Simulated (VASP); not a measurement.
Runs of VASP 6.6.1 on Ta. The structure is that of space group Im-3m (No. 229), or close to it. The cells are those of the table. 

| task | cell | k mesh | cutoff (eV) | smearing | gap on the mesh (eV) | pressure (GPa) | relaxed volume (Å³/atom) |
| --- | --- | --- | --- | --- | --- | --- | --- |
| single point | a = 2.841 Å, angles 109.5°, 1 atom | 18 × 18 × 18 | 520 | gaussian 0.1 eV | none | 0.2 | - |
| relaxation of cell and atoms | relaxed from a = 2.866 Å, angles 109.5°, 1 atom | 18 × 18 × 18 | 600 | gaussian 0.1 eV | none | 0.0 | 17.67 |
| single point | a = 2.844 Å, angles 109.5°, 1 atom | 18 × 18 × 18 | 520 | fermi-dirac 0.15 eV | none | 0.2 | - |
| single point | a = 2.866 Å, angles 109.5°, 1 atom | 8 × 8 × 8 | 520 | gaussian 0.1 eV | none | (a) | - |
| relaxation of cell and atoms | relaxed from a = 2.841 Å, angles 109.5°, 1 atom | 18 × 18 × 18 | 600 | fermi-dirac 0.15 eV | none | 0.0 | 17.72 |

Alike in all rows: level PBEsol; potentials or basis VASP PAW PBE potentials, release 64 (Ta_pv); no spin polarisation.

Fill in the values left out.

(a) -6.9.

Caveats: the PAW data sets were made with another functional, which shifts forces and pressure a little; spin-orbit coupling is left out, which moves the levels of the heavy elements.

A k mesh can miss the band edges, and the runs leave out spin-orbit coupling on Ta.

A gap of «none» marks levels without a gap at the run's occupations.
